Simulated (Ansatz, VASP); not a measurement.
# Two plane-wave programs on Li2H

```
Li H
1.0
    -0.00421    0.00046   -4.92430
     5.09855   -0.01157    0.00472
    -1.26188   -5.65858   -0.00099
Li H
8 4
Direct
  0.72933 0.02455 0.10038
  0.72923 0.52453 0.10047
  0.22906 0.47527 0.89907
  0.22970 0.97541 0.90030
  0.65384 0.40856 0.63127
  0.65360 0.90863 0.63172
  0.15340 0.09149 0.36900
  0.15405 0.59167 0.36798
  0.54161 0.21831 0.87202
  0.54223 0.71786 0.87196
  0.04179 0.28181 0.12808
  0.04217 0.78189 0.12775
```

Change from the starting cell: cell x2, atoms moved at random (sigma 0.05 Å) and cell strained at random (1.5 %), then relaxed without symmetry.

Alike in both runs: functional PBE; k mesh 4 × 4 × 4; occupations gaussian, width 0.2 eV; no spin polarisation.

Ansatz relaxed the structure, and its values are those at the end. VASP's run is a single point on that final structure, the one shown.

```csv
,VASP,Ansatz
version,VASP 6.6.1,Ansatz 0.2.0
potentials or method,"VASP PAW PBE potentials, release 64 (Li_sv, H), cutoff 520 eV","scalar-relativistic, plane waves, PAW"
valence electrons in the cell,28,28
```

```csv
,VASP,Ansatz,Ansatz less VASP
gap on the k mesh at the Fermi level (eV),none,none,-
rms of the force components (eV/Å),0.007,0.007,+0.0002
```

A gap of «none» marks a metal or a gap that the smearing closes.

Noted on VASP's run: the cutoff is under 1.25 times that of the potentials, so the pressure is a little rough.
